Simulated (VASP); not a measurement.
# Mg (Fm-3m) in VASP: further runs

The runs below take Mg through single point, with PBE.

All numbers are computed with VASP 6.6.1; they aren't measurements. Logs are shortened: lines on timing, memory, paths and dates and some standing lists are left out, and cuts for length are marked.

## Step 1: The cell of the first run

It takes space group Fm-3m (No. 225, cubic). The conventional cell has a = 4.428 Å, b = 4.428 Å, c = 4.428 Å, α = 90.00°, β = 90.00°, γ = 90.00°. Mg (site symmetry m-3m) has 12 Mg at 3.13 Å within 4.1 Å.

## Step 2: Single point, PBE (volume scaled by 0.96)

INCAR

```
SYSTEM = Mg
PREC     = Accurate       ! precision mode
ENCUT    = 520            ! plane-wave cutoff, eV
EDIFF    = 1E-6           ! SCF threshold, eV
ISMEAR   = 1              ! smearing method
SIGMA    = 0.025          ! smearing width, eV
LREAL    = .False.        ! projectors in reciprocal space
LASPH    = .True.         ! aspherical terms in the spheres
NELM     = 100            ! most SCF steps
ALGO     = Normal         ! electronic algorithm
ISIF     = 2              ! what is computed and relaxed
LWAVE    = .False.        ! write WAVECAR
LCHARG   = .False.        ! write CHGCAR
GGA      = PE             ! functional
NBANDS   = 7              ! bands
```

KPOINTS

```
regular mesh
0
Gamma
  10 10 10
  0 0 0
```

POSCAR

```
Mg
1.0
    0.0000000000      2.2139244980      2.2139244980
    2.2139244980      0.0000000000      2.2139244980
    2.2139244980      2.2139244980      0.0000000000
Mg
1
Direct
    0.0000000000      0.0000000000      0.0000000000
```

Potentials or basis: VASP PAW PBE potentials, release 64 (Mg).

The run is started by

```bash
> cat potpaw_PBE.64/Mg/POTCAR > POTCAR
> mpirun -np 1 vasp_std > vasp.out
```

OUTCAR:

```text
SYSTEM = Mg
   PREC = Accurate
   ENCUT = 520
   EDIFF = 1E-6
   ISMEAR = 1
   LREAL = .False.
   LASPH = .True.
   NELM = 100
   ISIF = 2
   GGA = PE

 ion  position               nearest neighbor table
   1  0.000  0.000  0.000-

  LATTYP: Found a face centered cubic cell.
 ALAT       =     4.4278489960

  Lattice vectors:

 A1 = (   0.0000000000,   2.2139244980,   2.2139244980)
 A2 = (   2.2139244980,   0.0000000000,   2.2139244980)
 A3 = (   2.2139244980,   2.2139244980,   0.0000000000)

Analysis of symmetry for initial positions (statically):
=====================================================================
 Subroutine PRICEL returns:
 Original cell was already a primitive cell.

 Routine SETGRP: Setting up the symmetry group for a
 face centered cubic supercell.

 Subroutine GETGRP returns: Found 48 space group operations
 (whereof 48 operations were pure point group operations)
 out of a pool of 48 trial point group operations.

The static configuration has the point symmetry O_h .

Analysis of symmetry for dynamics (positions and initial velocities):
=====================================================================
 Subroutine PRICEL returns:
 Original cell was already a primitive cell.

 Routine SETGRP: Setting up the symmetry group for a
 face centered cubic supercell.

 Subroutine GETGRP returns: Found 48 space group operations
 (whereof 48 operations were pure point group operations)
 out of a pool of 48 trial point group operations.

The dynamic configuration has the point symmetry O_h .

 Subroutine INISYM returns: Found 48 space group operations
 (whereof 48 operations are pure point group operations),
 and found     1 'primitive' translations

----------------------------------------------------------------------------------------

                                     Primitive cell

  volume of cell :      21.7029

  direct lattice vectors                    reciprocal lattice vectors
     0.000000000  2.213924498  2.213924498    -0.225843293  0.225843293  0.225843293
     2.213924498  0.000000000  2.213924498     0.225843293 -0.225843293  0.225843293
     2.213924498  2.213924498  0.000000000     0.225843293  0.225843293 -0.225843293

  length of vectors
     3.130962051  3.130962051  3.130962051     0.391172059  0.391172059  0.391172059

  position of ions in fractional coordinates (direct lattice)
     0.000000000  0.000000000  0.000000000

  ion indices of the primitive-cell ions
   primitive index   ion index
                 1           1

----------------------------------------------------------------------------------------

 KPOINTS: regular mesh

Automatic generation of k-mesh.
 Grid dimensions read from file:
 generate k-points for:   10   10   10

 Generating k-lattice:

  Cartesian coordinates                     Fractional coordinates (reciprocal lattice)
    -0.022584329  0.022584329  0.022584329     0.100000000  0.000000000  0.000000000
     0.022584329 -0.022584329  0.022584329     0.000000000  0.100000000  0.000000000
     0.022584329  0.022584329 -0.022584329     0.000000000  0.000000000  0.100000000

  Length of vectors
     0.039117206  0.039117206  0.039117206

  Shift w.r.t. Gamma in fractional coordinates (k-lattice)
     0.000000000  0.000000000  0.000000000

 Subroutine IBZKPT returns following result:
 ===========================================

 Found     47 irreducible k-points:

 Following reciprocal coordinates:
            Coordinates               Weight
  0.000000  0.000000  0.000000      1.000000
  0.100000  0.000000  0.000000      8.000000
  0.200000  0.000000  0.000000      8.000000
  0.300000  0.000000  0.000000      8.000000
  0.400000  0.000000  0.000000      8.000000
  0.500000  0.000000  0.000000      4.000000
[... 16 lines left out ...]
  0.300000  0.300000  0.000000      6.000000
  0.400000  0.300000  0.000000     24.000000
 [... further k-points ...]
   k-points           NKPTS =     47   k-points in BZ     NKDIM =     47   number of bands    NBANDS=      7
   number of dos      NEDOS =    301   number of ions     NIONS =      1
   total plane-waves  NPLWV =  13824
   dimension x,y,z NGX =    24 NGY =   24 NGZ =   24
   dimension x,y,z NGXF=    48 NGYF=   48 NGZF=   48
   ions per type =               1
   NGX,Y,Z   is equivalent  to a cutoff of  12.74, 12.74, 12.74 a.u.
   NGXF,Y,Z  is equivalent  to a cutoff of  25.49, 25.49, 25.49 a.u.
 SYSTEM =  Mg
   PREC   = accura    normal or accurate (medium, high low for compatibility)
   ISTART =      0    job   : 0-new  1-cont  2-samecut
   ICHARG =      2    charge: 1-file 2-atom 10-const
   ISPIN  =      1    spin polarized calculation?
   LNONCOLLINEAR =      F non collinear calculations
   LSORBIT =      F    spin-orbit coupling
   LASPH  =      T    aspherical Exc in radial PAW
   ENCUT  =  520.0 eV  38.22 Ry    6.18 a.u.   5.82  5.82  5.82*2*pi/ulx,y,z
   NELM   =    100;   NELMIN=  2; NELMDL= -5     # of ELM steps
   EDIFF  = 0.1E-05   stopping-criterion for ELM
   LREAL  =      F    real-space projection
   EDIFFG = 0.1E-04   stopping-criterion for IOM
   NSW    =      0    number of steps for IOM
   IBRION =     -1    ionic relax: 0-MD 1-quasi-New 2-CG
   NFREE  =      0    steps in history (QN), initial steepest desc. (CG)
   ISIF   =      2    stress and relaxation
   ISYM   =      2    0-nonsym 1-usesym 2-fastsym
   POTIM  = 0.5000    time-step for ionic-motion
   TEBEG  =    0.0;   TEEND  =   0.0 temperature during run
   PSTRESS=    0.0 pullay stress
   NELECT =       2.0000    total number of electrons
   NUPDOWN=      -1.0000    fix difference up-down
   EMIN   =  10.00;   EMAX   =-10.00  energy-range for DOS
   EFERMI =   0.00;   METHOD = LEGACY
   ISMEAR =     1;   SIGMA  =   0.03  broadening in eV -4-tet -1-fermi 0-gaus
   EFERMI_NEDOS =   21; number of points for ismear=-14 and -15
   IALGO  =     38    algorithm
   IMIX   =      4    mixing-type and parameters
     AMIX     =   0.40;   BMIX     =  1.00
     AMIX_MAG =   1.60;   BMIX_MAG =  1.00
  volume/ion in A,a.u.               =      21.70       146.46
  Fermi-wavevector in a.u.,A,eV,Ry     =   0.739455  1.397368  7.439589  0.546794
  Thomas-Fermi vector in A             =   1.833622
   LORBIT       =      0    0 simple, 1 ext, 2 COOP (PROOUT), +10 PAW based schemes
   GGA     = PE    functional components
   LHFCALC =     F    Hartree Fock is set to
   AEXX    =    0.0000 exact exchange contribution
   IVDW    =     0    specifies the selected vdW correction
   LEPSILON=     F    determine dielectric tensor
   LRPA    =     F    only Hartree local field effects (RPA)
 non-spin polarized calculation
 Methfessel and Paxton  Order N= 1 SIGMA  =   0.03
  energy-cutoff  :      520.00
  volume of cell :       21.70
 maximum number of plane-waves:       598
   NGX = 11   NGY = 11   NGZ = 11

 number of electron       2.0000000 magnetization

 Free energy of the ion-electron system (eV)
  ---------------------------------------------------
  ext. energy  EPLUGINS =         0.00000000
  ---------------------------------------------------
  free energy    TOTEN  =        -1.48499833 eV

  energy without entropy =       -1.48498950  energy(sigma->0) =       -1.48499539

 E-fermi :   2.9605     XC(G=0):  -8.6670

 val. band max:        2.9575280808   @ k =  -0.4000   0.5000   0.1000
 cond. band min:       3.0758805849   @ k =  -0.3000   0.4000   0.1000
 fundamental gap:      0.1183525041
 Fermi energy:         2.9605235076

 k-point     1 :       0.0000    0.0000    0.0000
  band No.  band energies     occupation
      1      -4.2446      2.00000
      2      15.6342      0.00000
      3      15.6342      0.00000
      4      15.6342      0.00000
      5      17.8699      0.00000
      6      17.8699      0.00000
      7      17.8699      0.00000

 k-point     2 :       0.1000    0.0000    0.0000
  band No.  band energies     occupation
      1      -4.0138      2.00000
      2      12.9709      0.00000
      3      15.2305      0.00000
      4      15.2305      0.00000
      5      17.6344      0.00000
      6      18.6578      0.00000
      7      18.6578      0.00000

 k-point     3 :       0.2000    0.0000    0.0000
  band No.  band energies     occupation
      1      -3.3250      2.00000
      2       9.6222      0.00000
      3      14.6853      0.00000
      4      14.6853      0.00000
      5      17.1132      0.00000
      6      18.7274      0.00000
      7      18.7274      0.00000

 k-point     4 :       0.3000    0.0000    0.0000
  band No.  band energies     occupation
      1      -2.1885      2.00000
      2       6.5289      0.00000
      3      14.3916      0.00000
      4      14.3916      0.00000
      5      16.7841      0.00000
      6      17.1881      0.00000
      7      17.1881      0.00000

 k-point     5 :       0.4000    0.0000    0.0000
  band No.  band energies     occupation
      1      -0.6231      2.00000
      2       3.7800      0.00000
      3      14.3874      0.00000
      4      14.3874      0.00000
      5      16.0676      0.00000
      6      16.0676      0.00000
      7      16.7519      0.00000

 k-point     6 :       0.5000    0.0000    0.0000
  band No.  band energies     occupation
      1       1.1227      2.00000
      2       1.6388      2.00000
      3      14.4950      0.00000
      4      14.4950      0.00000
      5      15.5828      0.00000
      6      15.5828      0.00000
      7      16.8319      0.00000

 k-point     7 :       0.1000    0.1000    0.0000
  band No.  band energies     occupation
      1      -3.9370      2.00000
      2      13.8517      0.00000
      3      14.1554      0.00000
      4      14.1554      0.00000
      5      16.8666      0.00000
      6      18.7912      0.00000
      7      19.8625      0.00000
[... 121 lines left out ...]
 k-point    20 :      -0.4000    0.2000    0.0000
  band No.  band energies     occupation
      1       1.3947      2.00000
      2       2.9328      2.06607
      3       8.7563      0.00000
      4      12.4618      0.00000
      5      13.8461      0.00000
      6      19.0626      0.00000
      7      21.0628      0.00000

 k-point    21 :      -0.3000    0.2000    0.0000
  band No.  band energies     occupation
      1      -0.4012      2.00000
      2       5.3253      0.00000
      3       8.5040      0.00000
      4      13.4331      0.00000
      5      14.9087      0.00000
      6      18.6243      0.00000
      7      20.5904      0.00000

 k-point    22 :      -0.2000    0.2000    0.0000
  band No.  band energies     occupation
      1      -1.8129      2.00000
      2       7.6542      0.00000
      3       9.1249      0.00000
      4      14.7955      0.00000
      5      16.3281      0.00000
      6      18.0201      0.00000
      7      19.6668      0.00000

 k-point    23 :       0.3000    0.3000    0.0000
  band No.  band energies     occupation
      1      -1.5136      2.00000
      2       9.9483      0.00000
      3      10.3241      0.00000
      4      11.1752      0.00000
      5      11.1752      0.00000
      6      14.4875      0.00000
      7      24.2929      0.00000

 k-point    24 :       0.4000    0.3000    0.0000
  band No.  band energies     occupation
      1      -0.4015      2.00000
      2       7.8604      0.00000
      3       8.4610      0.00000
      4      10.8614      0.00000
      5      11.6632      0.00000
      6      15.1383      0.00000
      7      23.7479      0.00000

 [... further k-points ...]
[... 5 lines left out ...]
  --------------------------------------------------------------------------------------
  -------------------------------------------------------------------------------------
  Total        0.3297653      0.3297653      0.3297653     -0.0000000     -0.0000000      0.0000000
  in kB       24.3442878     24.3442878     24.3442878     -0.0000000     -0.0000000      0.0000000
  external PRESSURE =      24.3442878 kB  Pullay stress =       0.0000000 kB

 VOLUME and BASIS-vectors are now :
 -----------------------------------------------------------------------------
  energy-cutoff  :      520.00
  volume of cell :       21.70
      direct lattice vectors                 reciprocal lattice vectors
     0.000000000  2.213924498  2.213924498    -0.225843293  0.225843293  0.225843293
     2.213924498  0.000000000  2.213924498     0.225843293 -0.225843293  0.225843293
     2.213924498  2.213924498  0.000000000     0.225843293  0.225843293 -0.225843293

 POSITION                                       TOTAL-FORCE (eV/Angst)
 -----------------------------------------------------------------------------------
      0.00000      0.00000      0.00000         0.000000     -0.000000     -0.000000
 -----------------------------------------------------------------------------------
    total drift:                               -0.000000     -0.000000     -0.000000

  FREE ENERGIE OF THE ION-ELECTRON SYSTEM (eV)
  ---------------------------------------------------
  free  energy   TOTEN  =        -1.4849983291 eV

  energy  without entropy=       -1.4849895039  energy(sigma->0) =       -1.48499539
```

Wall time 2.2 s (1 thread of Intel Xeon 6975P-C (Granite Rapids), shared host); peak memory 0.13 GiB.

What came out:

```
Free energy            : -1.4850 eV
Pressure               : 2.4 GPa
Band gap on the k mesh : zero (band 1 reaches 3.78 eV, above the bottom of band 2 at 1.64 eV)
```

## Step 3: Single point, PBE (volume scaled by 0.98)

INCAR

```
  PREC = Accurate
  ENCUT = 520
  EDIFF = 1E-6
  ISMEAR = 1
  SIGMA = 0.025
  LREAL = False
  LASPH = True
  NELM = 80
  ALGO = Normal
  ISIF = 2
  LWAVE = False
  LCHARG = False
  GGA = PE
  NBANDS = 7
```

KPOINTS

```
Automatic mesh
0
Gamma
  10 10 10
```

POSCAR

```
Mg
1.0
    0.0000000000      2.2291934254      2.2291934254
    2.2291934254      0.0000000000      2.2291934254
    2.2291934254      2.2291934254      0.0000000000
Mg
1
Direct
    0.0000000000      0.0000000000      0.0000000000
```

Potentials or basis: VASP PAW PBE potentials, release 64 (Mg).

The run is started by

```bash
> cat potpaw_PBE.64/Mg/POTCAR > POTCAR
> mpirun -np 1 vasp_std > vasp.out
```

It took 2.4 s on 1 thread of Intel Xeon 6975P-C (Granite Rapids), shared host; peak memory 0.13 GiB.

Results (log left out):

| Property | Result |
| --- | --- |
| Free energy | -1.4906 eV |
| Pressure | 1.5 GPa |
| Band gap on the k mesh | zero (band 1 reaches 3.66 eV, above the bottom of band 2 at 1.53 eV) |

Levels at points of the mesh, in eV from the Fermi level:
```
           k point  band 1  band 2  band 3  band 4  band 5
(0.00, 0.00, 0.00)   -7.12   12.54   12.54   12.54   14.66
(0.50, 0.00, 0.00)   -1.81   -1.33   11.42   11.42   12.40
(0.50, 0.50, 0.00)   -0.27    0.78    6.12    7.09    7.09
```
